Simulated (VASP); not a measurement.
# LiF (P6_3mc) in VASP: notebook

Runs on LiF. Level: PBEsol+D3(BJ). Tasks: single point.

Program: VASP 6.6.1. These are calculated values, not measurements. Logs are shortened: lines on timing, memory, paths and dates and some standing lists are left out, and cuts for length are marked.

## 1. The cell of the first run

It takes space group P6_3mc (No. 186, hexagonal). The conventional cell has a = 2.955 Å, b = 2.955 Å, c = 4.641 Å, α = 90.00°, β = 90.00°, γ = 120.00°. Li (site symmetry 3m) has 4 F at 1.78 to 1.80 Å within 2.4 Å. Within 2.4 Å of F (site symmetry 3m) lie 4 Li at 1.78 to 1.80 Å.

## 2. Single point, PBEsol+D3(BJ)

File INCAR:

```
SYSTEM = LiF
PREC = Accurate
ENCUT = 520
EDIFF = 1E-6
ISMEAR = 0
SIGMA = 0.01
LREAL = .FALSE.
LASPH = .TRUE.
NELM = 60
ALGO = Normal
ISIF = 2
LWAVE = .FALSE.
LCHARG = .FALSE.
GGA = PS
IVDW = 12
NBANDS = 18
```

File KPOINTS:

```
Automatic mesh
0
G
  6 6 4
  0 0 0
```

File POSCAR:

```
LiF
1.0
    2.9553050769      0.0000000000      0.0000000000
   -1.4776525385      2.5593694662      0.0000000000
    0.0000000000      0.0000000000      4.6414212558
Li F
2 2
Direct
    0.3333333333      0.6666666667      0.3811540000
    0.6666666667      0.3333333333      0.8811540000
    0.3333333333      0.6666666667      0.9938440000
    0.6666666667      0.3333333333      0.4938440000
```

Potentials or basis: VASP PAW PBE potentials, release 64 (Li_sv, F).

The run is started by

```bash
$ cat potpaw_PBE.64/Li_sv/POTCAR potpaw_PBE.64/F/POTCAR > POTCAR
$ mpirun -np 1 vasp_std > vasp.out
```

OUTCAR:

```text
SYSTEM = LiF
   PREC = Accurate
   ENCUT = 520
   EDIFF = 1E-6
   ISMEAR = 0
   LREAL = .FALSE.
   LASPH = .TRUE.
   NELM = 60
   ISIF = 2
   GGA = PS
   IVDW = 12
 IVDW          = 12

 ion  position               nearest neighbor table
   1  0.333  0.667  0.381-   4 1.78   4 1.78   4 1.78   3 1.80
   2  0.667  0.333  0.881-   3 1.78   3 1.78   3 1.78   4 1.80
   3  0.333  0.667  0.994-   2 1.78   2 1.78   2 1.78   1 1.80
   4  0.667  0.333  0.494-   1 1.78   1 1.78   1 1.78   2 1.80

  LATTYP: Found a hexagonal cell.
 ALAT       =     2.9553050769
 C/A-ratio  =     1.5705387887

  Lattice vectors:

 A1 = (   2.9553050769,   0.0000000000,   0.0000000000)
 A2 = (  -1.4776525385,   2.5593694662,   0.0000000000)
 A3 = (   0.0000000000,   0.0000000000,   4.6414212558)

Analysis of symmetry for initial positions (statically):
=====================================================================
 Subroutine PRICEL returns:
 Original cell was already a primitive cell.

 Routine SETGRP: Setting up the symmetry group for a
 hexagonal supercell.

 Subroutine GETGRP returns: Found 12 space group operations
 (whereof  6 operations were pure point group operations)
 out of a pool of 24 trial point group operations.

The static configuration has the point symmetry C_3v.
 The point group associated with its full space group is C_6v.

Analysis of symmetry for dynamics (positions and initial velocities):
=====================================================================
 Subroutine PRICEL returns:
 Original cell was already a primitive cell.

 Routine SETGRP: Setting up the symmetry group for a
 hexagonal supercell.

 Subroutine GETGRP returns: Found 12 space group operations
 (whereof  6 operations were pure point group operations)
 out of a pool of 24 trial point group operations.

The dynamic configuration has the point symmetry C_3v.
 The point group associated with its full space group is C_6v.

 Subroutine INISYM returns: Found 12 space group operations
 (whereof  6 operations are pure point group operations),
 and found     1 'primitive' translations

----------------------------------------------------------------------------------------

                                     Primitive cell

  volume of cell :      35.1064

  direct lattice vectors                    reciprocal lattice vectors
[... 86 lines left out ...]
   NELM   =     60;   NELMIN=  2; NELMDL= -5     # of ELM steps
   EDIFF  = 0.1E-05   stopping-criterion for ELM
   LREAL  =      F    real-space projection
   EDIFFG = 0.1E-04   stopping-criterion for IOM
   NSW    =      0    number of steps for IOM
   IBRION =     -1    ionic relax: 0-MD 1-quasi-New 2-CG
   NFREE  =      0    steps in history (QN), initial steepest desc. (CG)
   ISIF   =      2    stress and relaxation
   ISYM   =      2    0-nonsym 1-usesym 2-fastsym
   POTIM  = 0.5000    time-step for ionic-motion
   TEBEG  =    0.0;   TEEND  =   0.0 temperature during run
   PSTRESS=    0.0 pullay stress
   NELECT =      20.0000    total number of electrons
   NUPDOWN=      -1.0000    fix difference up-down
   EMIN   =  10.00;   EMAX   =-10.00  energy-range for DOS
   EFERMI =   0.00;   METHOD = LEGACY
   ISMEAR =     0;   SIGMA  =   0.01  broadening in eV -4-tet -1-fermi 0-gaus
   EFERMI_NEDOS =   21; number of points for ismear=-14 and -15
   IALGO  =     38    algorithm
   IMIX   =      4    mixing-type and parameters
     AMIX     =   0.40;   BMIX     =  1.00
     AMIX_MAG =   1.60;   BMIX_MAG =  1.00
  volume/ion in A,a.u.               =       8.78        59.23
  Fermi-wavevector in a.u.,A,eV,Ry     =   1.357134  2.564611 25.059383  1.841813
  Thomas-Fermi vector in A             =   2.484078
   LORBIT       =      0    0 simple, 1 ext, 2 COOP (PROOUT), +10 PAW based schemes
   GGA     = PS    functional components
   LHFCALC =     F    Hartree Fock is set to
   AEXX    =    0.0000 exact exchange contribution
   IVDW    =    12    specifies the selected vdW correction
   LEPSILON=     F    determine dielectric tensor
   LRPA    =     F    only Hartree local field effects (RPA)
 non-spin polarized calculation
 Gauss-broadening in eV      SIGMA  =   0.01
  energy-cutoff  :      520.00
  volume of cell :       35.11
 maximum number of plane-waves:       965
 NGX is ok and might be reduce to    24
   NGX = 11   NGY = 11   NGZ = 17

 number of electron      20.0000002 magnetization

 Free energy of the ion-electron system (eV)
  ---------------------------------------------------
  ext. energy  EPLUGINS =         0.00000000
  ---------------------------------------------------
  free energy    TOTEN  =       -19.46186549 eV

  energy without entropy =      -19.46186549  energy(sigma->0) =      -19.46186549

 E-fermi :  -1.7764     XC(G=0):  -9.6162

 val. band max:       -1.9302249604   @ k =   0.0000   0.0000   0.0000
 cond. band min:       6.3867731134   @ k =   0.0000   0.0000   0.0000
 fundamental gap:      8.3169980738
 Fermi energy:        -1.7764020848

 k-point     1 :       0.0000    0.0000    0.0000
  band No.  band energies     occupation
      1     -41.4042      2.00000
      2     -41.3272      2.00000
      3     -21.4645      2.00000
      4     -21.1768      2.00000
      5      -4.5240      2.00000
      6      -2.4827      2.00000
[... 418 lines left out ...]
      5      -3.8352      2.00000
      6      -3.8352      2.00000
[... 10 lines left out ...]
     17      20.5516      0.00000
     18      20.5516      0.00000

------------------------ aborting loop because EDIFF is reached ----------------------------------------

 Edisp (eV)   -0.53647

 E8    (eV) :    -0.3171

  FORCE on cell =-STRESS in cart. coord.  units (eV):
  Direction    XX          YY          ZZ          XY          YZ          ZX
  --------------------------------------------------------------------------------------
  -------------------------------------------------------------------------------------
  Total       1.63329     1.63329     1.35782    -0.00000     0.00000     0.00000
  in kB      74.53957    74.53958    61.96784    -0.00000     0.00000     0.00000
  external pressure =       70.35 kB  Pullay stress =        0.00 kB

 VOLUME and BASIS-vectors are now :
 -----------------------------------------------------------------------------
  energy-cutoff  :      520.00
  volume of cell :       35.11
      direct lattice vectors                 reciprocal lattice vectors
     2.955305077  0.000000000  0.000000000     0.338374541  0.195360618  0.000000000
    -1.477652538  2.559369466  0.000000000     0.000000000  0.390721236  0.000000000
     0.000000000  0.000000000  4.641421256     0.000000000  0.000000000  0.215451248

 POSITION                                       TOTAL-FORCE (eV/Angst)
 -----------------------------------------------------------------------------------
     -0.00000      1.70625      1.76910        -0.000000     -0.000000      0.013992
      1.47765      0.85312      4.08981         0.000000      0.000000      0.013992
     -0.00000      1.70625      4.61285        -0.000000     -0.000000     -0.013992
      1.47765      0.85312      2.29214         0.000000      0.000000     -0.013992
 -----------------------------------------------------------------------------------
    total drift:                                0.000000      0.000000     -0.004196

  FREE ENERGIE OF THE ION-ELECTRON SYSTEM (eV)
  ---------------------------------------------------
  free  energy   TOTEN  =       -19.9983388916 eV

  energy  without entropy=      -19.9983388916  energy(sigma->0) =      -19.99833889
```

OSZICAR:

```text
N       E                     dE             d eps       ncg     rms          rms(c)
DAV:   1     0.120198751238E+03    0.12020E+03   -0.11165E+04   756   0.122E+03
DAV:   2    -0.107380638423E+02   -0.13094E+03   -0.12830E+03   888   0.304E+02
DAV:   3    -0.205813980974E+02   -0.98433E+01   -0.97793E+01  1290   0.619E+01
DAV:   4    -0.206926186614E+02   -0.11122E+00   -0.11103E+00   964   0.817E+00
DAV:   5    -0.206939886978E+02   -0.13700E-02   -0.13698E-02  1030   0.689E-01    0.678E+00
DAV:   6    -0.194223036092E+02    0.12717E+01   -0.31451E+00   788   0.140E+01    0.215E+00
DAV:   7    -0.194365052673E+02   -0.14202E-01   -0.11707E-01   912   0.247E+00    0.143E+00
DAV:   8    -0.194624822766E+02   -0.25977E-01   -0.49321E-02   918   0.217E+00    0.340E-01
DAV:   9    -0.194613257975E+02    0.11565E-02   -0.60115E-03   980   0.665E-01    0.911E-02
DAV:  10    -0.194618685642E+02   -0.54277E-03   -0.67952E-04   814   0.203E-01    0.296E-02
DAV:  11    -0.194618642023E+02    0.43619E-05   -0.34056E-05  1072   0.548E-02    0.681E-03
DAV:  12    -0.194618654735E+02   -0.12712E-05   -0.31519E-06   858   0.144E-02    0.261E-03
DAV:  13    -0.194618654910E+02   -0.17482E-07   -0.16676E-07   650   0.398E-03
   1 F= -.19998339E+02 E0= -.19998339E+02  d E =-.680101-107
```

stdout:

```text
POSCAR found type information on POSCAR LiF
 POSCAR found :  2 types and       4 ions
 scaLAPACK will be used
 -----------------------------------------------------------------------------
|                                                                             |
|                                                                             |
|     You enforced a specific xc type in the INCAR file but a different       |
|     I HOPE YOU KNOW WHAT YOU ARE DOING!                                     |
|                                                                             |
 -----------------------------------------------------------------------------

 LDA part: xc-table for (Slater+PW92), standard interpolation
 POSCAR, INCAR and KPOINTS ok, starting setup
 FFT: planning ... GRIDC
 FFT: planning ... GRID_SOFT
 FFT: planning ... GRID
 WAVECAR not read
 entering main loop
```

Run time: 10 s. Hardware: 1 thread of Intel Xeon 8259CL, shared host; peak memory 0.16 GiB.

Results:

```
Free energy                : -19.9983 eV
Largest force              : 0.014 eV/Å
Band gap on the k mesh     : 8.32 eV
Dispersion energy per atom : -0.134 eV
```

Forces on the atoms (eV/Å):
```
Li   0.000  0.000  0.014
Li   0.000  0.000  0.014
F    0.000  0.000 -0.014
F    0.000  0.000 -0.014
```

Caveat: the cutoff is under 1.25 times the usual one of these potentials, so pressure, stress and relaxed cells hold a basis-set (Pulay) error; three body term missing; the PAW data sets were made with another functional, which shifts forces and pressure a little. A k mesh can miss the band edges.

## 3. Single point, PBEsol+D3(BJ)

This run uses another cell than the first one, of 9.02 Å³/atom.

File INCAR:

```
ALGO = Normal
EDIFF = 1E-6
ENCUT = 520
GGA = PS
ISIF = 2
ISMEAR = 0
IVDW = 12
LASPH = True
LCHARG = False
LREAL = False
LWAVE = False
NBANDS = 18
NELM = 80
PREC = Accurate
SIGMA = 0.01
```

File KPOINTS:

```
k-points
0
Gamma
  6 6 4
```

File POSCAR:

```
LiF
1.0
    2.9824194821      0.0000000000      0.0000000000
   -1.4912097410      2.5828512316      0.0000000000
    0.0000000000      0.0000000000      4.6840054809
Li F
2 2
Direct
    0.3333333333      0.6666666667      0.3811540000
    0.6666666667      0.3333333333      0.8811540000
    0.3333333333      0.6666666667      0.9938440000
    0.6666666667      0.3333333333      0.4938440000
```

Potentials or basis: VASP PAW PBE potentials, release 64 (Li_sv, F).

The run is started by

```bash
$ cat potpaw_PBE.64/Li_sv/POTCAR potpaw_PBE.64/F/POTCAR > POTCAR
$ mpirun -np 1 vasp_std > vasp.out
```

Run time: 10 s. Hardware: 1 thread of Intel Xeon 8259CL, shared host; peak memory 0.16 GiB.

It converged, with:

```
Free energy                : -20.0373 eV
Largest force              : 0.010 eV/Å
Band gap on the k mesh     : 8.16 eV
Dispersion energy per atom : -0.130 eV
```

Forces in eV/Å, atoms in the order of the input:
```
Li   0.000  0.000  0.010
Li   0.000  0.000  0.010
F    0.000  0.000 -0.010
F    0.000  0.000 -0.010
```

Levels at points of the mesh, in eV from the valence-band top:
| k point | band 7 | band 8 | band 9 | band 10 | band 11 | band 12 | band 13 | band 14 |
| --- | --- | --- | --- | --- | --- | --- | --- | --- |
| (0.00, 0.00, 0.00) | -0.53 | -0.17 | -0.17 | 0.00 | 8.16 | 12.54 | 16.10 | 19.18 |
| (0.50, 0.00, 0.00) | -1.17 | -1.15 | -0.62 | -0.44 | 11.58 | 12.52 | 15.52 | 15.56 |
| (0.00, 0.00, 0.50) | -0.35 | -0.35 | -0.35 | -0.35 | 9.92 | 9.92 | 18.32 | 18.32 |
| (0.50, 0.00, 0.50) | -0.81 | -0.81 | -0.65 | -0.65 | 11.46 | 11.46 | 15.52 | 15.52 |

Caveat: the cutoff is under 1.25 times the usual one of these potentials, so pressure, stress and relaxed cells hold a basis-set (Pulay) error; three body term missing; the PAW data sets were made with another functional, which shifts forces and pressure a little. A k mesh can miss the band edges.

## 4. Single point, PBEsol+D3(BJ)

This run uses another cell than the first one, of 9.26 Å³/atom.

File INCAR:

```
PREC = Accurate
ENCUT = 520
EDIFF = 1E-6
ISMEAR = 0
SIGMA = 0.01
LREAL = False
LASPH = True
NELM = 80
ALGO = Normal
ISIF = 2
LWAVE = False
LCHARG = False
GGA = PS
IVDW = 12
NBANDS = 18
```

File KPOINTS:

```
regular mesh
0
Gamma
  6 6 4
```

File POSCAR:

```
LiF
1.0
    3.0090496365      0.0000000000      0.0000000000
   -1.5045248183      2.6059136236      0.0000000000
    0.0000000000      0.0000000000      4.7258291714
Li F
2 2
Direct
    0.3333333333      0.6666666667      0.3811540000
    0.6666666667      0.3333333333      0.8811540000
    0.3333333333      0.6666666667      0.9938440000
    0.6666666667      0.3333333333      0.4938440000
```

Potentials or basis: VASP PAW PBE potentials, release 64 (Li_sv, F).

The run is started by

```bash
$ cat potpaw_PBE.64/Li_sv/POTCAR potpaw_PBE.64/F/POTCAR > POTCAR
$ mpirun -np 1 vasp_std > vasp.out
```

OUTCAR:

```text
PREC = Accurate
   ENCUT = 520
   EDIFF = 1E-6
   ISMEAR = 0
   LREAL = False
   LASPH = True
   NELM = 80
   ISIF = 2
   GGA = PS
   IVDW = 12
 IVDW          = 12

 ion  position               nearest neighbor table
   1  0.333  0.667  0.381-   4 1.82   4 1.82   4 1.82   3 1.83
   2  0.667  0.333  0.881-   3 1.82   3 1.82   3 1.82   4 1.83
   3  0.333  0.667  0.994-   2 1.82   2 1.82   2 1.82   1 1.83
   4  0.667  0.333  0.494-   1 1.82   1 1.82   1 1.82   2 1.83

  LATTYP: Found a hexagonal cell.
[... 639 lines left out ...]

  FORCE on cell =-STRESS in cart. coord.  units (eV):
  Direction    XX          YY          ZZ          XY          YZ          ZX
  --------------------------------------------------------------------------------------
  -------------------------------------------------------------------------------------
  Total       0.69361     0.69361     0.48844    -0.00000     0.00000     0.00000
  in kB      29.98869    29.98870    21.11806    -0.00000     0.00000     0.00000
  external pressure =       27.03 kB  Pullay stress =        0.00 kB

 VOLUME and BASIS-vectors are now :
 -----------------------------------------------------------------------------
  energy-cutoff  :      520.00
  volume of cell :       37.06
      direct lattice vectors                 reciprocal lattice vectors
     3.009049636  0.000000000  0.000000000     0.332330842  0.191871287  0.000000000
    -1.504524818  2.605913624  0.000000000     0.000000000  0.383742573  0.000000000
     0.000000000  0.000000000  4.725829171     0.000000000  0.000000000  0.211603078

 POSITION                                       TOTAL-FORCE (eV/Angst)
 -----------------------------------------------------------------------------------
     -0.00000      1.73728      1.80127         0.000000      0.000000      0.006029
      1.50452      0.86864      4.16418         0.000000     -0.000000      0.006029
     -0.00000      1.73728      4.69674         0.000000      0.000000     -0.006029
      1.50452      0.86864      2.33382        -0.000000     -0.000000     -0.006029
 -----------------------------------------------------------------------------------
    total drift:                                0.000001      0.000001     -0.004108

  FREE ENERGIE OF THE ION-ELECTRON SYSTEM (eV)
  ---------------------------------------------------
  free  energy   TOTEN  =       -20.0629188699 eV

  energy  without entropy=      -20.0629188699  energy(sigma->0) =      -20.06291887
```

OSZICAR:

```text
N       E                     dE             d eps       ncg     rms          rms(c)
DAV:   1     0.121886550229E+03    0.12189E+03   -0.10818E+04   756   0.121E+03
DAV:   2    -0.101278082019E+02   -0.13201E+03   -0.12900E+03   852   0.303E+02
DAV:   3    -0.205581407854E+02   -0.10430E+02   -0.10347E+02  1392   0.640E+01
DAV:   4    -0.207803298362E+02   -0.22219E+00   -0.22199E+00   952   0.903E+00
DAV:   5    -0.207821000741E+02   -0.17702E-02   -0.17700E-02  1034   0.807E-01    0.674E+00
DAV:   6    -0.195162210292E+02    0.12659E+01   -0.32084E+00   798   0.140E+01    0.220E+00
DAV:   7    -0.195293721543E+02   -0.13151E-01   -0.11477E-01   880   0.240E+00    0.144E+00
DAV:   8    -0.195557159238E+02   -0.26344E-01   -0.50644E-02   940   0.220E+00    0.342E-01
DAV:   9    -0.195546024469E+02    0.11135E-02   -0.58188E-03   956   0.658E-01    0.917E-02
DAV:  10    -0.195552526789E+02   -0.65023E-03   -0.77917E-04   824   0.208E-01    0.300E-02
DAV:  11    -0.195552487946E+02    0.38842E-05   -0.31549E-05  1078   0.517E-02    0.708E-03
DAV:  12    -0.195552503210E+02   -0.15264E-05   -0.39262E-06   840   0.165E-02    0.298E-03
DAV:  13    -0.195552503996E+02   -0.78507E-07   -0.26494E-07   680   0.451E-03
   1 F= -.20062919E+02 E0= -.20062919E+02  d E =-.175063E-32
```

stdout:

```text
POSCAR found type information on POSCAR LiF
 POSCAR found :  2 types and       4 ions
 scaLAPACK will be used
 -----------------------------------------------------------------------------
|                                                                             |
|                                                                             |
|     You enforced a specific xc type in the INCAR file but a different       |
|     I HOPE YOU KNOW WHAT YOU ARE DOING!                                     |
|                                                                             |
 -----------------------------------------------------------------------------

 LDA part: xc-table for (Slater+PW92), standard interpolation
 POSCAR, INCAR and KPOINTS ok, starting setup
 FFT: planning ... GRIDC
 FFT: planning ... GRID_SOFT
 FFT: planning ... GRID
 WAVECAR not read
 entering main loop
```

Run time: 10 s. Hardware: 1 thread of Intel Xeon 8259CL, shared host; peak memory 0.16 GiB.

What came out:

* Free energy: -20.0629 eV
* Largest force: 0.006 eV/Å
* Band gap on the k mesh: 8.01 eV
* Dispersion energy per atom: -0.127 eV

Forces in eV/Å, atoms in the order of the input:
```
Li   0.000  0.000  0.006
Li   0.000  0.000  0.006
F    0.000  0.000 -0.006
F    0.000  0.000 -0.006
```

Levels at points of the mesh, in eV from the valence-band top:
| k point | band 7 | band 8 | band 9 | band 10 | band 11 | band 12 | band 13 | band 14 |
| --- | --- | --- | --- | --- | --- | --- | --- | --- |
| (0.00, 0.00, 0.00) | -0.51 | -0.16 | -0.16 | 0.00 | 8.01 | 12.36 | 15.82 | 18.98 |
| (0.50, 0.00, 0.00) | -1.14 | -1.11 | -0.60 | -0.42 | 11.44 | 12.39 | 15.29 | 15.37 |
| (0.00, 0.00, 0.50) | -0.34 | -0.34 | -0.34 | -0.34 | 9.75 | 9.75 | 18.09 | 18.09 |
| (0.50, 0.00, 0.50) | -0.78 | -0.78 | -0.63 | -0.63 | 11.34 | 11.34 | 15.31 | 15.31 |

Caveat: the cutoff is under 1.25 times the usual one of these potentials, so pressure, stress and relaxed cells hold a basis-set (Pulay) error; three body term missing; the PAW data sets were made with another functional, which shifts forces and pressure a little.

[end of part 1 of 2]
